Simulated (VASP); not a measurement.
# HfN (Fm-3m) in VASP: further runs

Runs on HfN. Level: PBE. Tasks: single point.

Everything below comes from runs of VASP 6.6.1. Logs are shortened: lines on timing, memory, paths and dates and some standing lists are left out, and cuts for length are marked.

### 1 The cell of the first run

It takes space group Fm-3m (No. 225, cubic). The conventional cell has a = 4.518 Å, b = 4.518 Å, c = 4.518 Å, α = 90.00°, β = 90.00°, γ = 90.00°. Hf (site symmetry m-3m) has 6 N at 2.26 Å within 3.0 Å. N (site symmetry m-3m) has 6 Hf at 2.26 Å within 3.0 Å.

### 2 Single point, PBE

Input file INCAR:

```
  PREC = Accurate
  ENCUT = 520
  EDIFF = 1E-6
  ISMEAR = 1
  SIGMA = 0.2
  LREAL = False
  LASPH = True
  NELM = 100
  ALGO = Normal
  ISIF = 2
  LWAVE = False
  LCHARG = False
  GGA = PE
  NBANDS = 14
```

Input file KPOINTS:

```
regular mesh
0
Gamma
  18 18 18
```

Input file POSCAR:

```
HfN
1.0
    0.0000000000      2.2590000000      2.2590000000
    2.2590000000      0.0000000000      2.2590000000
    2.2590000000      2.2590000000      0.0000000000
Hf N
1 1
Direct
    0.0000000000      0.0000000000      0.0000000000
    0.5000000000      0.5000000000      0.5000000000
```

Potentials or basis: VASP PAW PBE potentials, release 64 (Hf_pv, N).

Started as:

```
$ cat potpaw_PBE.64/Hf_pv/POTCAR potpaw_PBE.64/N/POTCAR > POTCAR
$ mpirun -np 1 vasp_std > vasp.out
```

OUTCAR:

```text
PREC = Accurate
   ENCUT = 520
   EDIFF = 1E-6
   ISMEAR = 1
   LREAL = False
   LASPH = True
   NELM = 100
   ISIF = 2
   GGA = PE

 ion  position               nearest neighbor table
   1  0.000  0.000  0.000-   2 2.26   2 2.26   2 2.26   2 2.26   2 2.26   2 2.26
   2  0.500  0.500  0.500-   1 2.26   1 2.26   1 2.26   1 2.26   1 2.26   1 2.26

  LATTYP: Found a face centered cubic cell.
 ALAT       =     4.5180000000

  Lattice vectors:

 A1 = (   0.0000000000,   2.2590000000,   2.2590000000)
 A2 = (   2.2590000000,   0.0000000000,   2.2590000000)
 A3 = (   2.2590000000,   2.2590000000,   0.0000000000)

Analysis of symmetry for initial positions (statically):
=====================================================================
 Subroutine PRICEL returns:
 Original cell was already a primitive cell.

 Routine SETGRP: Setting up the symmetry group for a
 face centered cubic supercell.

 Subroutine GETGRP returns: Found 48 space group operations
 (whereof 48 operations were pure point group operations)
 out of a pool of 48 trial point group operations.

The static configuration has the point symmetry O_h .

Analysis of symmetry for dynamics (positions and initial velocities):
=====================================================================
 Subroutine PRICEL returns:
 Original cell was already a primitive cell.

 Routine SETGRP: Setting up the symmetry group for a
 face centered cubic supercell.

 Subroutine GETGRP returns: Found 48 space group operations
 (whereof 48 operations were pure point group operations)
 out of a pool of 48 trial point group operations.

The dynamic configuration has the point symmetry O_h .

 Subroutine INISYM returns: Found 48 space group operations
 (whereof 48 operations are pure point group operations),
 and found     1 'primitive' translations

----------------------------------------------------------------------------------------

                                     Primitive cell

  volume of cell :      23.0557

  direct lattice vectors                    reciprocal lattice vectors
     0.000000000  2.259000000  2.259000000    -0.221336875  0.221336875  0.221336875
     2.259000000  0.000000000  2.259000000     0.221336875 -0.221336875  0.221336875
     2.259000000  2.259000000  0.000000000     0.221336875  0.221336875 -0.221336875

  length of vectors
     3.194708437  3.194708437  3.194708437     0.383366713  0.383366713  0.383366713

  position of ions in fractional coordinates (direct lattice)
     0.000000000  0.000000000  0.000000000
     0.500000000  0.500000000  0.500000000

  ion indices of the primitive-cell ions
   primitive index   ion index
                 1           1
                 2           2

----------------------------------------------------------------------------------------

 KPOINTS: regular mesh

Automatic generation of k-mesh.
 Grid dimensions read from file:
 generate k-points for:   18   18   18

 Generating k-lattice:

  Cartesian coordinates                     Fractional coordinates (reciprocal lattice)
    -0.012296493  0.012296493  0.012296493     0.055555556  0.000000000  0.000000000
     0.012296493 -0.012296493  0.012296493     0.000000000  0.055555556  0.000000000
     0.012296493  0.012296493 -0.012296493     0.000000000  0.000000000  0.055555556

  Length of vectors
     0.021298151  0.021298151  0.021298151

  Shift w.r.t. Gamma in fractional coordinates (k-lattice)
     0.000000000  0.000000000  0.000000000

 Subroutine IBZKPT returns following result:
 ===========================================

 Found    195 irreducible k-points:

 Following reciprocal coordinates:
            Coordinates               Weight
  0.000000  0.000000  0.000000      1.000000
  0.055556  0.000000  0.000000      8.000000
  0.111111  0.000000  0.000000      8.000000
  0.166667  0.000000  0.000000      8.000000
  0.222222  0.000000  0.000000      8.000000
  0.277778  0.000000  0.000000      8.000000
[... 16 lines left out ...]
 -0.277778  0.055556  0.000000     24.000000
 -0.222222  0.055556  0.000000     24.000000
 [... further k-points ...]
   k-points           NKPTS =    195   k-points in BZ     NKDIM =    195   number of bands    NBANDS=     14
   number of dos      NEDOS =    301   number of ions     NIONS =      2
   total plane-waves  NPLWV =  13824
   dimension x,y,z NGX =    24 NGY =   24 NGZ =   24
   dimension x,y,z NGXF=    48 NGYF=   48 NGZF=   48
   ions per type =               1   1
   NGX,Y,Z   is equivalent  to a cutoff of  12.49, 12.49, 12.49 a.u.
   NGXF,Y,Z  is equivalent  to a cutoff of  24.98, 24.98, 24.98 a.u.
 SYSTEM =  unknown system
   PREC   = accura    normal or accurate (medium, high low for compatibility)
   ISTART =      0    job   : 0-new  1-cont  2-samecut
   ICHARG =      2    charge: 1-file 2-atom 10-const
   ISPIN  =      1    spin polarized calculation?
   LNONCOLLINEAR =      F non collinear calculations
   LSORBIT =      F    spin-orbit coupling
   LASPH  =      T    aspherical Exc in radial PAW
   ENCUT  =  520.0 eV  38.22 Ry    6.18 a.u.   5.94  5.94  5.94*2*pi/ulx,y,z
   NELM   =    100;   NELMIN=  2; NELMDL= -5     # of ELM steps
   EDIFF  = 0.1E-05   stopping-criterion for ELM
   LREAL  =      F    real-space projection
[... 7 lines left out ...]
   TEBEG  =    0.0;   TEEND  =   0.0 temperature during run
   PSTRESS=    0.0 pullay stress
   NELECT =      15.0000    total number of electrons
   NUPDOWN=      -1.0000    fix difference up-down
   EMIN   =  10.00;   EMAX   =-10.00  energy-range for DOS
   EFERMI =   0.00;   METHOD = LEGACY
   ISMEAR =     1;   SIGMA  =   0.20  broadening in eV -4-tet -1-fermi 0-gaus
   EFERMI_NEDOS =   21; number of points for ismear=-14 and -15
   IALGO  =     38    algorithm
   IMIX   =      4    mixing-type and parameters
     AMIX     =   0.40;   BMIX     =  1.00
     AMIX_MAG =   1.60;   BMIX_MAG =  1.00
  volume/ion in A,a.u.               =      11.53        77.79
  Fermi-wavevector in a.u.,A,eV,Ry     =   1.418553  2.680677 27.378918  2.012294
  Thomas-Fermi vector in A             =   2.539667
   LORBIT       =      0    0 simple, 1 ext, 2 COOP (PROOUT), +10 PAW based schemes
   GGA     = PE    functional components
   LHFCALC =     F    Hartree Fock is set to
   AEXX    =    0.0000 exact exchange contribution
   IVDW    =     0    specifies the selected vdW correction
   LEPSILON=     F    determine dielectric tensor
   LRPA    =     F    only Hartree local field effects (RPA)
 non-spin polarized calculation
 Methfessel and Paxton  Order N= 1 SIGMA  =   0.20
  energy-cutoff  :      520.00
  volume of cell :       23.06
 maximum number of plane-waves:       636
   NGX = 11   NGY = 11   NGZ = 11

 number of electron      15.0000000 magnetization

 Free energy of the ion-electron system (eV)
  ---------------------------------------------------
  ext. energy  EPLUGINS =         0.00000000
  ---------------------------------------------------
  free energy    TOTEN  =       -21.75399052 eV

  energy without entropy =      -21.75356223  energy(sigma->0) =      -21.75384776

 E-fermi :   8.3788     XC(G=0): -12.7325

 val. band max:        8.3582938890   @ k =   0.4444   0.2222   0.1111
 cond. band min:       8.4081054407   @ k =  -0.1111   0.0556   0.0000
 fundamental gap:      0.0498115517
 Fermi energy:         8.3787893310

 k-point     1 :       0.0000    0.0000    0.0000
  band No.  band energies     occupation
      1     -22.7676      2.00000
      2     -22.7676      2.00000
      3     -22.7676      2.00000
      4      -9.1258      2.00000
      5       5.3561      2.00000
      6       5.3561      2.00000
      7       5.3561      2.00000
      8       8.0389      2.03713
      9       8.0389      2.03713
     10       8.0389      2.03713
     11      10.1812     -0.00000
     12      10.3542     -0.00000
     13      10.3542     -0.00000
     14      17.9496      0.00000

 k-point     2 :       0.0556    0.0000    0.0000
  band No.  band energies     occupation
      1     -22.7995      2.00000
      2     -22.7702      2.00000
      3     -22.7702      2.00000
      4      -9.0542      2.00000
      5       5.0290      2.00000
      6       5.1677      2.00000
      7       5.1677      2.00000
      8       8.1307      2.07084
      9       8.1465      2.06958
     10       8.1465      2.06958
     11      10.4148     -0.00000
     12      10.5967     -0.00000
     13      10.5967     -0.00000
     14      18.1938      0.00000

 k-point     3 :       0.1111    0.0000    0.0000
  band No.  band energies     occupation
      1     -22.8901      2.00000
      2     -22.7778      2.00000
      3     -22.7778      2.00000
      4      -8.8466      2.00000
      5       4.2636      2.00000
      6       4.7113      2.00000
      7       4.7114      2.00000
      8       8.2977      1.62794
      9       8.4338      0.55337
     10       8.4338      0.55337
     11      11.0278     -0.00000
     12      11.2443     -0.00000
     13      11.2443     -0.00000
     14      18.8836      0.00000
[... 324 lines left out ...]
 k-point    23 :      -0.2778    0.0556    0.0000
  band No.  band energies     occupation
      1     -23.4016      2.00000
      2     -22.8568      2.00000
      3     -22.8123      2.00000
      4      -7.4912      2.00000
      5       1.1908      2.00000
      6       2.8495      2.00000
      7       3.1591      2.00000
      8       9.2112     -0.00000
      9       9.9819     -0.00000
     10      10.8832     -0.00000
     11      13.1933      0.00000
     12      14.4186      0.00000
     13      15.1524      0.00000
     14      20.5840      0.00000

 k-point    24 :      -0.2222    0.0556    0.0000
  band No.  band energies     occupation
      1     -23.2440      2.00000
      2     -22.8412      2.00000
      3     -22.7965      2.00000
      4      -7.9359      2.00000
      5       2.0002      2.00000
      6       3.2658      2.00000
      7       3.6360      2.00000
      8       8.7968     -0.01183
      9       9.3409     -0.00000
     10      10.2027     -0.00000
     11      12.3586     -0.00000
     12      13.6067      0.00000
     13      14.1153      0.00000
     14      20.5974      0.00000

 [... further k-points ...]
[... 5 lines left out ...]
  --------------------------------------------------------------------------------------
  -------------------------------------------------------------------------------------
  Total        0.4332137      0.4332137      0.4332137      0.0000000      0.0000000      0.0000000
  in kB       30.1046871     30.1046871     30.1046871      0.0000000      0.0000000      0.0000000
  external PRESSURE =      30.1046871 kB  Pullay stress =       0.0000000 kB

 VOLUME and BASIS-vectors are now :
 -----------------------------------------------------------------------------
  energy-cutoff  :      520.00
  volume of cell :       23.06
      direct lattice vectors                 reciprocal lattice vectors
     0.000000000  2.259000000  2.259000000    -0.221336875  0.221336875  0.221336875
     2.259000000  0.000000000  2.259000000     0.221336875 -0.221336875  0.221336875
     2.259000000  2.259000000  0.000000000     0.221336875  0.221336875 -0.221336875

 POSITION                                       TOTAL-FORCE (eV/Angst)
 -----------------------------------------------------------------------------------
      0.00000      0.00000      0.00000         0.000000      0.000000     -0.000000
      2.25900      2.25900      2.25900        -0.000000     -0.000000      0.000000
 -----------------------------------------------------------------------------------
    total drift:                                0.000000     -0.000000     -0.000000

  FREE ENERGIE OF THE ION-ELECTRON SYSTEM (eV)
  ---------------------------------------------------
  free  energy   TOTEN  =       -21.7539905244 eV

  energy  without entropy=      -21.7535622256  energy(sigma->0) =      -21.75384776
```

Run time: 16 s. Hardware: 1 thread of Intel Xeon 6975P-C (Granite Rapids), shared host; peak memory 0.18 GiB.

What came out:

```
Free energy : -21.7540 eV
Pressure    : 3.0 GPa
```

Levels at points of the mesh, in eV from the Fermi level:
```
           k point  band 5  band 6  band 7  band 8  band 9  band 10  band 11  band 12
(0.00, 0.00, 0.00)   -3.02   -3.02   -3.02   -0.34   -0.34    -0.34     1.80     1.98
(0.50, 0.00, 0.00)   -8.88   -6.18   -6.18    3.28    3.71     3.71     4.43     8.84
(0.50, 0.50, 0.00)   -5.41   -3.80   -3.69   -3.69    4.11     5.53     5.53     5.60
```

Caveat: spin-orbit coupling is left out, which moves the levels of the heavy elements.

### 3 Single point, PBE

This run uses another cell than the first one: it holds 8 atoms, not 2.

Input file INCAR:

```
SYSTEM = HfN
PREC     = Accurate       ! precision mode
ENCUT    = 600            ! plane-wave cutoff, eV
EDIFF    = 1E-6           ! SCF threshold, eV
ISMEAR   = 1              ! smearing method
SIGMA    = 0.2            ! smearing width, eV
LREAL    = .FALSE.        ! projectors in reciprocal space
LASPH    = .TRUE.         ! aspherical terms in the spheres
NELM     = 120            ! most SCF steps
ALGO     = Normal         ! electronic algorithm
ISIF     = 2              ! what is computed and relaxed
LWAVE    = .FALSE.        ! write WAVECAR
LCHARG   = .TRUE.         ! write CHGCAR
GGA      = PE             ! functional
LELF     = .TRUE.         ! ELF
LVHAR    = .TRUE.       
NBANDS   = 40             ! bands
GGA_COMPAT= .FALSE.
```

Input file KPOINTS:

```
Automatic mesh
0
G
  10 10 10
  0 0 0
```

Input file POSCAR:

```
HfN
1.0
    4.5180000000      0.0000000000      0.0000000000
    0.0000000000     -4.5180000000      0.0000000000
    0.0000000000      0.0000000000     -4.5180000000
Hf N
4 4
Direct
    0.0000000000      0.5000000000      0.5000000000
    0.5000000000      0.0000000000      0.5000000000
    0.5000000000      0.5000000000      0.0000000000
    0.0000000000      0.0000000000      0.0000000000
    0.5000000000      0.0000000000      0.0000000000
    0.0000000000      0.5000000000      0.0000000000
    0.0000000000      0.0000000000      0.5000000000
    0.5000000000      0.5000000000      0.5000000000
```

Potentials or basis: VASP PAW PBE potentials, release 64 (Hf_pv, N).

Started as:

```
$ cat potpaw_PBE.64/Hf_pv/POTCAR potpaw_PBE.64/N/POTCAR > POTCAR
$ mpirun -np 1 vasp_std > vasp.out
```

It took 1.9 min on 1 thread of Intel Xeon Platinum 8488C (Sapphire Rapids), shared host; peak memory 0.33 GiB.

Results (log left out):

```yaml
Free_energy: -87.0146 eV
Pressure: 2.9 GPa
Band_gap_on_the_k_mesh: zero (band 30 reaches 11.66 eV, above the bottom of band 31 at 5.35 eV)
```

Levels at points of the mesh, in eV from the Fermi level:
```tsv
k point	band 28	band 29	band 30	band 31	band 32	band 33
(0.00, 0.00, 0.00)	-3.75	-3.08	-3.08	-3.08	-0.40	-0.40
(0.50, 0.00, 0.00)	-3.91	-2.49	-2.49	1.07	1.07	1.07
(0.50, 0.50, 0.00)	-5.37	1.72	1.72	1.72	1.72	2.15
(0.50, 0.50, 0.50)	-6.24	3.23	3.23	3.23	3.23	3.66
```

Caveat: spin-orbit coupling is left out, which moves the levels of the heavy elements.
